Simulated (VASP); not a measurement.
# SnO (C2) in VASP: single point with PBE+D3(BJ)

Aim: the single point of SnO with PBE+D3(BJ).

Program: VASP 6.6.1. These are calculated values, not measurements. Logs are shortened: lines on timing, memory, paths and dates and some standing lists are left out, and cuts for length are marked.

## (1) The cell of the first run

Symmetry: C2, No. 5, monoclinic system. The conventional cell has a = 5.426 Å, b = 5.426 Å, c = 4.762 Å, α = 90.00°, β = 90.00°, γ = 90.00°. Sn (site symmetry 1) has 4 O at 2.21 to 2.28 Å within 2.9 Å. O (site symmetry 2) has 4 Sn at 2.21 to 2.28 Å and 4 O at 2.66 to 2.77 Å within 2.9 Å. Within 3.0 Å of O (site symmetry 2) lie 4 Sn at 2.24 Å and 4 O at 2.66 to 2.77 Å.

## (2) Single point, PBE+D3(BJ) (atom 3 (O) moved +0.056 Å towards its neighbour atom 4 (O) at 2.713 Å)

Input file INCAR:

```
SYSTEM = SnO
PREC = Accurate ; ENCUT = 520
EDIFF = 1E-6 ; ISMEAR = 0
SIGMA = 0.15 ; LREAL = .FALSE.
LASPH = .TRUE. ; NELM = 80
ALGO = Normal ; ISIF = 2
LWAVE = .FALSE. ; LCHARG = .FALSE.
GGA = PE ; IVDW = 12
NBANDS = 28
```

Input file KPOINTS:

```
regular mesh
0
G
  12 12 10
  0 0 0
```

Input file POSCAR:

```
SnO
1.0
    3.8370963230      0.0000000000      0.0000000000
    0.0000000000      3.8370963230      0.0000000000
    0.0000000000      0.0000000000      4.7621286275
Sn O
2 2
Direct
    0.0000000000      0.5000000000      0.2432422108
    0.5000000000      0.0000000000      0.7567577892
   -0.0103750619     -0.0103750619      0.0000000000
    0.5000000000      0.5000000000      0.0000000000
```

Potentials or basis: VASP PAW PBE potentials, release 64 (Sn_d, O).

On the command line:

```console
> cat potpaw_PBE.64/Sn_d/POTCAR potpaw_PBE.64/O/POTCAR > POTCAR
> mpirun -np 1 vasp_std > vasp.out
```

OUTCAR:

```text
SYSTEM = SnO
   PREC = Accurate
   ENCUT = 520
   EDIFF = 1E-6
   ISMEAR = 0
   LREAL = .FALSE.
   LASPH = .TRUE.
   NELM = 80
   ISIF = 2
   GGA = PE
   IVDW = 12
 IVDW          = 12

 ion  position               nearest neighbor table
   1  0.000  0.500  0.243-   3 2.21   4 2.24   4 2.24   3 2.28   2 3.57   2 3.57   2 3.57   2 3.57
                             2 3.65   2 3.65   2 3.65   2 3.65
   2  0.500  0.000  0.757-   3 2.21   4 2.24   4 2.24   3 2.28   1 3.57   1 3.57   1 3.57   1 3.57
                             1 3.65   1 3.65   1 3.65   1 3.65
   3  0.990  0.990  0.000-   1 2.21   2 2.21   2 2.28   1 2.28
   4  0.500  0.500  0.000-   1 2.24   2 2.24   2 2.24   1 2.24

  LATTYP: Found a simple tetragonal cell.
 ALAT       =     3.8370963230
 C/A-ratio  =     1.2410761228

  Lattice vectors:

 A1 = (   3.8370963230,   0.0000000000,   0.0000000000)
 A2 = (   0.0000000000,   3.8370963230,   0.0000000000)
 A3 = (   0.0000000000,   0.0000000000,   4.7621286275)

Analysis of symmetry for initial positions (statically):
=====================================================================
 Subroutine PRICEL returns:
 Original cell was already a primitive cell.

 Routine SETGRP: Setting up the symmetry group for a
 simple tetragonal supercell.

 Subroutine GETGRP returns: Found  2 space group operations
 (whereof  2 operations were pure point group operations)
 out of a pool of 16 trial point group operations.

The static configuration has the point symmetry C_2 .

Analysis of symmetry for dynamics (positions and initial velocities):
=====================================================================
 Subroutine PRICEL returns:
 Original cell was already a primitive cell.

 Routine SETGRP: Setting up the symmetry group for a
 simple tetragonal supercell.

 Subroutine GETGRP returns: Found  2 space group operations
 (whereof  2 operations were pure point group operations)
 out of a pool of 16 trial point group operations.

The dynamic configuration has the point symmetry C_2 .

 Subroutine INISYM returns: Found  2 space group operations
 (whereof  2 operations are pure point group operations),
 and found     1 'primitive' translations

----------------------------------------------------------------------------------------

                                     Primitive cell

  volume of cell :      70.1143

  direct lattice vectors                    reciprocal lattice vectors
     3.837096323  0.000000000  0.000000000     0.260613734  0.000000000  0.000000000
     0.000000000  3.837096323  0.000000000     0.000000000  0.260613734  0.000000000
     0.000000000  0.000000000  4.762128628     0.000000000  0.000000000  0.209990128

  length of vectors
     3.837096323  3.837096323  4.762128628     0.260613734  0.260613734  0.209990128

  position of ions in fractional coordinates (direct lattice)
     0.000000000  0.500000000  0.243242211
     0.500000000  0.000000000  0.756757789
     0.989624938  0.989624938  0.000000000
     0.500000000  0.500000000  0.000000000

  ion indices of the primitive-cell ions
   primitive index   ion index
                 1           1
                 2           2
                 3           3
                 4           4

----------------------------------------------------------------------------------------

 KPOINTS: regular mesh

Automatic generation of k-mesh.
 Grid dimensions read from file:
 generate k-points for:   12   12   10

 Generating k-lattice:

  Cartesian coordinates                     Fractional coordinates (reciprocal lattice)
     0.021717811  0.000000000  0.000000000     0.083333333  0.000000000  0.000000000
     0.000000000  0.021717811  0.000000000     0.000000000  0.083333333  0.000000000
     0.000000000  0.000000000  0.020999013     0.000000000  0.000000000  0.100000000

  Length of vectors
     0.021717811  0.021717811  0.020999013

  Shift w.r.t. Gamma in fractional coordinates (k-lattice)
     0.000000000  0.000000000  0.000000000

 Subroutine IBZKPT returns following result:
 ===========================================

 Found    398 irreducible k-points:

 Following reciprocal coordinates:
            Coordinates               Weight
  0.000000  0.000000  0.000000      1.000000
  0.083333  0.000000  0.000000      4.000000
  0.166667  0.000000  0.000000      4.000000
  0.250000  0.000000  0.000000      4.000000
  0.333333  0.000000  0.000000      4.000000
  0.416667  0.000000  0.000000      4.000000
[... 16 lines left out ...]
  0.333333  0.166667  0.000000      4.000000
 -0.166667  0.333333  0.000000      4.000000
 [... further k-points ...]
   k-points           NKPTS =    398   k-points in BZ     NKDIM =    398   number of bands    NBANDS=     28
   number of dos      NEDOS =    301   number of ions     NIONS =      4
   total plane-waves  NPLWV =  32400
   dimension x,y,z NGX =    30 NGY =   30 NGZ =   36
   dimension x,y,z NGXF=    60 NGYF=   60 NGZF=   72
   ions per type =               2   2
   NGX,Y,Z   is equivalent  to a cutoff of  13.00, 13.00, 12.57 a.u.
   NGXF,Y,Z  is equivalent  to a cutoff of  26.00, 26.00, 25.14 a.u.
 SYSTEM =  SnO
   PREC   = accura    normal or accurate (medium, high low for compatibility)
   ISTART =      0    job   : 0-new  1-cont  2-samecut
   ICHARG =      2    charge: 1-file 2-atom 10-const
   ISPIN  =      1    spin polarized calculation?
   LNONCOLLINEAR =      F non collinear calculations
   LSORBIT =      F    spin-orbit coupling
   LASPH  =      T    aspherical Exc in radial PAW
   ENCUT  =  520.0 eV  38.22 Ry    6.18 a.u.   7.13  7.13  8.85*2*pi/ulx,y,z
   NELM   =     80;   NELMIN=  2; NELMDL= -5     # of ELM steps
   EDIFF  = 0.1E-05   stopping-criterion for ELM
   LREAL  =      F    real-space projection
   EDIFFG = 0.1E-04   stopping-criterion for IOM
   NSW    =      0    number of steps for IOM
   IBRION =     -1    ionic relax: 0-MD 1-quasi-New 2-CG
   NFREE  =      0    steps in history (QN), initial steepest desc. (CG)
   ISIF   =      2    stress and relaxation
   ISYM   =      2    0-nonsym 1-usesym 2-fastsym
   POTIM  = 0.5000    time-step for ionic-motion
   TEBEG  =    0.0;   TEEND  =   0.0 temperature during run
   PSTRESS=    0.0 pullay stress
   NELECT =      40.0000    total number of electrons
   NUPDOWN=      -1.0000    fix difference up-down
   EMIN   =  10.00;   EMAX   =-10.00  energy-range for DOS
   EFERMI =   0.00;   METHOD = LEGACY
   ISMEAR =     0;   SIGMA  =   0.15  broadening in eV -4-tet -1-fermi 0-gaus
   EFERMI_NEDOS =   21; number of points for ismear=-14 and -15
   IALGO  =     38    algorithm
   IMIX   =      4    mixing-type and parameters
     AMIX     =   0.40;   BMIX     =  1.00
     AMIX_MAG =   1.60;   BMIX_MAG =  1.00
  volume/ion in A,a.u.               =      17.53       118.29
  Fermi-wavevector in a.u.,A,eV,Ry     =   1.357769  2.565812 25.082850  1.843537
  Thomas-Fermi vector in A             =   2.484660
   LORBIT       =      0    0 simple, 1 ext, 2 COOP (PROOUT), +10 PAW based schemes
   GGA     = PE    functional components
   LHFCALC =     F    Hartree Fock is set to
   AEXX    =    0.0000 exact exchange contribution
   IVDW    =    12    specifies the selected vdW correction
   LEPSILON=     F    determine dielectric tensor
   LRPA    =     F    only Hartree local field effects (RPA)
 non-spin polarized calculation
 Gauss-broadening in eV      SIGMA  =   0.15
  energy-cutoff  :      520.00
  volume of cell :       70.11
 maximum number of plane-waves:      1912
 NGX is ok and might be reduce to    30
   NGX = 15   NGY = 15   NGZ = 17

 number of electron      40.0000008 magnetization

 Free energy of the ion-electron system (eV)
  ---------------------------------------------------
  ext. energy  EPLUGINS =         0.00000000
  ---------------------------------------------------
  free energy    TOTEN  =       -22.67798407 eV

  energy without entropy =      -22.67681505  energy(sigma->0) =      -22.67739956

 E-fermi :   7.1910     XC(G=0): -10.2730

 val. band max:        7.0962998252   @ k =   0.5000   0.5000   0.0000
 cond. band min:       7.2530073131   @ k =   0.5000   0.5000   0.1000
 fundamental gap:      0.1567074879
 Fermi energy:         7.1910009240

 k-point     1 :       0.0000    0.0000    0.0000
  band No.  band energies     occupation
      1     -14.8408      2.00000
      2     -14.4513      2.00000
      3     -14.4484      2.00000
      4     -14.4376      2.00000
      5     -14.4078      2.00000
      6     -14.3990      2.00000
[... 20 lines left out ...]
     27      13.7826      0.00000
     28      14.1753      0.00000

 k-point     2 :       0.0833    0.0000    0.0000
  band No.  band energies     occupation
      1     -14.8369      2.00000
      2     -14.4505      2.00000
      3     -14.4468      2.00000
      4     -14.4363      2.00000
      5     -14.4083      2.00000
      6     -14.3967      2.00000
[... 20 lines left out ...]
     27      13.8947      0.00000
     28      14.7302      0.00000

 k-point     3 :       0.1667    0.0000    0.0000
  band No.  band energies     occupation
      1     -14.8254      2.00000
      2     -14.4576      2.00000
      3     -14.4418      2.00000
      4     -14.4383      2.00000
      5     -14.4111      2.00000
      6     -14.4005      2.00000
[... 20 lines left out ...]
     27      14.0234      0.00000
     28      15.9669      0.00000

 k-point     4 :       0.2500    0.0000    0.0000
  band No.  band energies     occupation
      1     -14.8074      2.00000
      2     -14.5157      2.00000
      3     -14.4362      2.00000
      4     -14.4329      2.00000
      5     -14.4113      2.00000
      6     -14.4047      2.00000
[... 578 lines left out ...]
     27      15.5484      0.00000
     28      15.8042      0.00000

 k-point    23 :       0.3333    0.1667    0.0000
  band No.  band energies     occupation
      1     -14.7843      2.00000
      2     -14.6247      2.00000
      3     -14.4387      2.00000
      4     -14.4139      2.00000
      5     -14.4075      2.00000
      6     -14.4047      2.00000
[... 20 lines left out ...]
     27      15.2817      0.00000
     28      15.5818      0.00000

 k-point    24 :      -0.1667    0.3333    0.0000
  band No.  band energies     occupation
      1     -14.7833      2.00000
      2     -14.6255      2.00000
      3     -14.4388      2.00000
      4     -14.4143      2.00000
      5     -14.4092      2.00000
      6     -14.4034      2.00000
[... 20 lines left out ...]
     27      15.2895      0.00000
     28      15.5782      0.00000

 [... further k-points ...]

------------------------ aborting loop because EDIFF is reached ----------------------------------------

 Edisp (eV)   -0.93873

 E8    (eV) :    -0.4073

  FORCE on cell =-STRESS in cart. coord.  units (eV):
  Direction    XX          YY          ZZ          XY          YZ          ZX
  --------------------------------------------------------------------------------------
  -------------------------------------------------------------------------------------
  Total       0.13457     0.13457     0.11675     0.02126    -0.13530     0.13529
  in kB       3.07502     3.07502     2.66776     0.48586    -3.09163     3.09159
  external pressure =        2.94 kB  Pullay stress =        0.00 kB

 VOLUME and BASIS-vectors are now :
 -----------------------------------------------------------------------------
  energy-cutoff  :      520.00
  volume of cell :       70.11
      direct lattice vectors                 reciprocal lattice vectors
     3.837096323  0.000000000  0.000000000     0.260613734  0.000000000  0.000000000
     0.000000000  3.837096323  0.000000000     0.000000000  0.260613734  0.000000000
     0.000000000  0.000000000  4.762128628     0.000000000  0.000000000  0.209990128

 POSITION                                       TOTAL-FORCE (eV/Angst)
 -----------------------------------------------------------------------------------
      0.00000      1.91855      1.15835        -0.035054     -0.104171      0.094708
      1.91855      0.00000      3.60378        -0.104171     -0.035054     -0.094708
      3.79729      3.79729      0.00000         0.308972      0.308972      0.000000
      1.91855      1.91855      0.00000        -0.169747     -0.169747      0.000000
 -----------------------------------------------------------------------------------
    total drift:                               -0.000143     -0.000144      0.000001

  FREE ENERGIE OF THE ION-ELECTRON SYSTEM (eV)
  ---------------------------------------------------
  free  energy   TOTEN  =       -23.6167098126 eV

  energy  without entropy=      -23.6155407927  energy(sigma->0) =      -23.61612530
```

It took 16 min on 1 thread of AMD EPYC 7R13, shared host; peak memory 0.64 GiB.

What came out:

```yaml
Free_energy: -23.6167 eV
Pressure: 0.3 GPa
Largest_force: 0.437 eV/Å
Band_gap_on_the_k_mesh: zero (filled and empty bands touch)
Dispersion_energy_per_atom: -0.235 eV
```

Forces on the atoms (eV/Å):
```
Sn  -0.035 -0.104  0.095
Sn  -0.104 -0.035 -0.095
O    0.309  0.309  0.000
O   -0.170 -0.170  0.000
```

Levels at points of the mesh, in eV from the Fermi level:
```
           k point  band 16  band 17  band 18  band 19  band 20  band 21  band 22  band 23  band 24  band 25
(0.00, 0.00, 0.00)    -6.19    -3.45    -3.16    -3.15    -0.11     2.04     4.37     4.44     4.63     5.75
(0.50, 0.00, 0.00)    -4.90    -4.85    -4.71    -2.78    -2.75     3.08     3.28     5.64     5.71     6.00
(0.50, 0.50, 0.00)    -5.03    -2.51    -2.50    -1.96    -1.96    -0.10    -0.09     4.44     4.45     7.34
(0.00, 0.00, 0.50)    -3.54    -3.18    -3.17    -3.11    -2.18     1.62     2.72     2.74     3.46     7.99
(0.50, 0.00, 0.50)    -5.42    -4.82    -4.67    -1.81    -1.74     2.57     2.61     5.15     5.19     6.58
(0.50, 0.50, 0.50)    -5.56    -2.83    -2.83    -2.51    -2.50     2.24     2.24     4.09     4.12     5.51
```

Caveat: the cell differs from its parent crystal (atom 3 (O) moved +0.056 Å towards its neighbour atom 4 (O) at 2.713 Å); semilocal functionals underestimate gaps, and a narrow one can read as zero; spin-orbit coupling is left out, which moves the levels of the heavy elements.

The gap in the log of VASP goes by the Fermi energy; the results here count the filled bands.